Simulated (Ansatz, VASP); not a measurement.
# Two plane-wave programs on SnO

```
Sn O
1.0
     3.33249    0.00000    0.00000
     0.00000    5.63602    0.00000
     0.00000    0.00000    4.19363
Sn O
2 2
Direct
  0.50000 0.76809 0.01314
  0.00000 0.23191 0.51314
  0.50000 0.10875 0.23686
  0.00000 0.89125 0.73686
```

Alike in both runs: task single point; functional LDA; k mesh 8 × 5 × 6; occupations fermi-dirac, width 0.05 eV; no spin polarisation.

```csv
,VASP,Ansatz
version,VASP 6.6.1,Ansatz 0.2.0
potentials or method,"VASP PAW LDA potentials, release 64 (Sn_d, O)",Ansatz PAW
plane-wave cutoff (eV),520,420
valence electrons in the cell,40,40
```

```tsv
	VASP	Ansatz	Ansatz less VASP
gap on the k mesh at the Fermi level (eV)	1.42	1.45	+0.025
least direct gap on the mesh (eV)	2.01	2.04	+0.033
pressure (GPa)	-3.8	-4.1	-0.30
traceless stress, the component that is largest in VASP (GPa)	-0.72	-0.74	-0.025
rms of the force components (eV/Å)	0.171	0.211	+0.0403
```

LDA's correlation is that of Perdew and Zunger in VASP and of Perdew and Wang (1992) in Ansatz. Atom by atom the forces differ by 0.044 eV/Å (rms over components).

Noted on Ansatz's run: odd divisions of the mesh miss points on the zone boundary, where band edges often lie, so the gap on the mesh can be too wide.
